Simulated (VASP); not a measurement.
SrCo2:

```
Sr Co
1.0
     3.75138    0.00000    0.00000
    -1.87569    3.24879    0.00000
     0.00000    0.00000    4.05049
Sr Co
1 2
Direct
  0.00000 0.00000 0.00000
  0.33333 0.66667 0.50000
  0.66667 0.33333 0.50000
```

```yaml
Program: VASP 6.6.1
Task: relaxation of cell and atoms
Functional: PBE
Potentials_or_basis: VASP PAW PBE potentials, release 64 (Sr_sv, Co)
Cutoff: 600 eV
k_mesh: 6 × 6 × 4
Occupations: gaussian, width 0.1 eV
Spin: collinear spin, ferromagnetic start
Starting_moments: "[0.0, 1.24, 1.24] μB"
```

At the start: pressure 20.4 GPa; volume 16.45 Å³/atom.

**Question.** How do energy, volume and symmetry change on relaxing?

**Answer.** Over 7 steps the energy falls by 236.2 meV/atom and the volume is 20.48 Å³/atom (+24.4 %); space group P6/mmm (No. 191, to 0.1 Å) before and after; moment 2.09 μB per cell.

The path:
```tsv
step	energy change (eV)	largest force (eV/Å)	pressure (GPa)	volume (Å³)
1	0.0000	0.0000	20.36	49.36
2	-0.5006	0.0000	-4.80	65.85
3	-0.5954	0.0000	0.04	60.24
4	-0.5957	0.0000	-0.29	60.61
5	-0.6607	0.0000	-0.43	60.99
6	-0.7027	0.0000	0.23	61.57
7	-0.7086	0.0000	-0.05	61.43
```

Final structure:
```
Sr Co
1.0
     3.87668    0.00000    0.00000
    -1.93834    3.35730    0.00000
     0.00000    0.00000    4.71994
Sr Co
1 2
Direct
  0.00000 0.00000 0.00000
  0.33333 0.66667 0.50000
  0.66667 0.33333 0.50000
```

Caveat: the k points lie up to 0.33 Å⁻¹ apart in the final cell; the volume moved by over 15 % at a fixed basis, so the end points are rough.
